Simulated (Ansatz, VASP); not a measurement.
SnTe: VASP beside Ansatz

File INCAR:

```
SYSTEM = SnTe
ALGO = Normal
EDIFF = 1E-8
ENCUT = 520
GGA = PS
ISIF = 2
ISMEAR = -1
LASPH = .True.
LCHARG = .False.
LEFG = .True.
LREAL = .False.
LWAVE = .False.
NBANDS = 17
NELM = 100
PREC = Accurate
SIGMA = 0.08
```

KPOINTS

```
k-points
0
Gamma
  11 11 11
  0 0 0
```

File POSCAR:

```
SnTe
1.0
    0.0000000000      3.2196300000      3.1565000000
    3.2196300000      0.0000000000      3.1565000000
    3.2196300000      3.2196300000      0.0000000000
Sn Te
1 1
Direct
    0.0000000000      0.0000000000      0.0000000000
    0.5000000000      0.5000000000      0.5000000000
```

Input for Ansatz:

```yaml
crystal:
  lattice:
    - [0.0, 3.21963, 3.1565]
    - [3.21963, 0.0, 3.1565]
    - [3.21963, 3.21963, 0.0]
  atoms:
    - { symbol: Sn, position: [0.0, 0.0, 0.0] }
    - { symbol: Te, position: [0.5, 0.5, 0.5] }
kpoints:
  mp_grid: { grid: [11, 11, 11] }
scf:
  occupations: { method: fermi_dirac, width: 0.08 }
hamiltonian:
  xc: pbesol
  pseudopotentials: { kind: all_electron, datasets: crystal }
output:
  forces: true
  stress: true
  eigenvalues: true
  efg: { contact_densities: true }
```

Change from the starting cell: equal xx and yy strain of +2 %, crystal datasets.

Alike in both runs: task electric field gradients; functional PBEsol; k mesh 11 × 11 × 11; occupations fermi-dirac, width 0.08 eV; no spin polarisation.

```csv
,VASP,Ansatz
version,VASP 6.6.1,Ansatz 0.2.0
potentials or method,"VASP PAW PBE potentials, release 64 (Sn_d, Te), cutoff 520 eV","all-electron PAW with datasets made for the crystal, scalar-relativistic"
```

```csv
,VASP,Ansatz,Ansatz less VASP
pressure (GPa),-2.1,-2.1,0.00
"traceless stress, the component that is largest in VASP (GPa)",1.49,1.48,-0.007
size of Vzz on the site where it differs most (V/Å²),29.4,30.4,+1.05
```

VASP's potentials were made for PBE, not for PBEsol. Ansatz ran all-electron here, and VASP with PAW potentials.

Neither program's run includes spin-orbit coupling.
